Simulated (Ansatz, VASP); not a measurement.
## Pt: VASP beside Ansatz

```xyz
1
Lattice="0.0000 2.0616 1.7666 2.0616 0.0000 1.7666 2.0616 2.0616 0.0000" Properties=species:S:1:pos:R:3 pbc="T T T"
Pt    0.0000    0.0000    0.0000
```

Alike in both runs: task single point; functional PBE; k mesh 22 × 22 × 22; occupations gaussian, width 0.15 eV; no spin polarisation.

|  | VASP | Ansatz |
| --- | --- | --- |
| version | VASP 6.6.1 | Ansatz 0.2.0 |
| potentials or method | VASP PAW PBE potentials, release 64 (Pt), cutoff 520 eV | scalar-relativistic, plane waves, PAW |
| valence electrons in the cell | 10 | 18 |

Ansatz gave:

```
gap on the k mesh at the Fermi level (eV)                     : none
pressure (GPa)                                                : 12.9
traceless stress, the component that is largest in VASP (GPa) : 5.03
```

Task: Estimate VASP's values.

Result: gap on the k mesh at the Fermi level (eV): none; pressure (GPa): 12.4; traceless stress, the component that is largest in VASP (GPa): 5.01.

A gap of «none» marks a metal or a gap that the smearing closes. With one functional, cell and mesh, what is left measures potentials, basis and numerics. VASP's potentials hold 10 valence electrons a cell and Ansatz's 18, so a difference there can come from the potentials and not from the codes.

Neither program's run includes spin-orbit coupling.
